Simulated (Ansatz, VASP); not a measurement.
**Two plane-wave programs on Au**

File POSCAR:

```
Au
1.0
   -1.6786301820      1.6786301820      1.6376879824
    1.6786301820     -1.6786301820      1.6376879824
    1.6786301820      1.6786301820     -1.6376879824
Au
1
Direct
    0.0000000000      0.0000000000      0.0000000000
```

Contents of INCAR.step1:

```
PREC = Accurate
ENCUT = 520
ISMEAR = 0
SIGMA = 0.15
LREAL = False
LASPH = True
NELM = 60
NBANDS = 12
GGA = PE
ALGO = Normal
EDIFF = 1E-4
LWAVE = True
LCHARG = False
```

Contents of INCAR.step2:

```
PREC = Accurate
ENCUT = 520
EDIFF = 1E-7
ISMEAR = 0
SIGMA = 0.15
LREAL = False
LASPH = True
NELM = 60
ALGO = Normal
ISIF = 2
LWAVE = False
LCHARG = False
METAGGA = R2SCAN
LMIXTAU = True
NBANDS = 12
ISTART = 1
```

The input KPOINTS:

```
Automatic mesh
0
Gamma
  26 26 26
```

Input for Ansatz:

```yaml
crystal:
  lattice:
    - [-1.678630182, 1.678630182, 1.6376879824]
    - [1.678630182, -1.678630182, 1.6376879824]
    - [1.678630182, 1.678630182, -1.6376879824]
  atoms:
    - { symbol: Au, position: [0.0, 0.0, 0.0] }
basis:
  ecutwfc: 500
kpoints:
  mp_grid: { grid: [26, 26, 26] }
hamiltonian:
  xc: r2scan
scf:
  occupations: { method: gaussian, width: 0.15 }
output:
  forces: true
  stress: true
  eigenvalues: true
```

Change from the starting cell: strain +0.025 along x and y, +0.000 along z, atoms carried along.

Alike in both runs: task single point; functional r2SCAN; k mesh 26 × 26 × 26; occupations gaussian, width 0.15 eV; no spin polarisation.

|  | VASP | Ansatz |
| --- | --- | --- |
| version | VASP 6.6.1 | Ansatz 0.2.0 |
| potentials or method | VASP PAW PBE potentials, release 64 (Au), cutoff 520 eV | scalar-relativistic, plane waves, PAW |
| valence electrons in the cell | 11 | 19 |

```csv
,VASP,Ansatz,Ansatz less VASP
gap on the k mesh at the Fermi level (eV),none,none,-
pressure (GPa),-6.1,-6.3,-0.20
"traceless stress, the component that is largest in VASP (GPa)",-0.14,-0.14,+0.007
```

VASP's potentials were made for PBE, not for r2SCAN. A gap of «none» marks a metal or a gap that the smearing closes. VASP's potentials hold 11 valence electrons a cell and Ansatz's 19, so a difference there can come from the potentials and not from the codes.

Neither program's run includes spin-orbit coupling.
